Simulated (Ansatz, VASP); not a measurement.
**Two plane-wave programs on Al2Ga3Sb3**

```
CELL_PARAMETERS angstrom
4.35485 -0.00124 -0.00495
-0.00136 4.35413 0.01038
-0.00621 0.02670 12.29346
ATOMIC_POSITIONS crystal
Al 0.49972 0.00224 0.87187
Al 0.00039 0.49929 0.12813
Ga 0.99940 0.49802 0.61391
Ga 0.00012 0.00108 0.49999
Ga 0.49916 0.99641 0.38616
Sb 0.50096 0.49831 0.25683
Sb 0.49999 0.50386 0.74313
Sb 0.00026 0.00078 0.99998
```

Change from the starting cell: cell x1, atoms moved at random (sigma 0.1 Å) and cell strained at random (1.5 %), then relaxed without symmetry.

Alike in both runs: functional PBE; k mesh 6 × 6 × 2; occupations gaussian, width 0.2 eV; no spin polarisation.

Ansatz relaxed the structure, and its values are those at the end. VASP's run is a single point on that final structure, the one shown.

```csv
,VASP,Ansatz
version,VASP 6.6.1,Ansatz 0.2.0
potentials or method,"VASP PAW PBE potentials, release 64 (Al, Ga_d, Sb), cutoff 520 eV","scalar-relativistic, plane waves, PAW"
valence electrons in the cell,60,90
```

|  | VASP | Ansatz | Ansatz less VASP |
| --- | --- | --- | --- |
| gap on the k mesh at the Fermi level (eV) | none | none | - |
| pressure (GPa) | 0.1 | -0.1 | -0.12 |
| rms of the force components (eV/Å) | 0.006 | 0.006 | -0.0001 |

A gap of «none» marks a metal or a gap that the smearing closes. VASP's potentials hold 60 valence electrons a cell and Ansatz's 90, so a difference there can come from the potentials and not from the codes.

Neither program's run includes spin-orbit coupling.
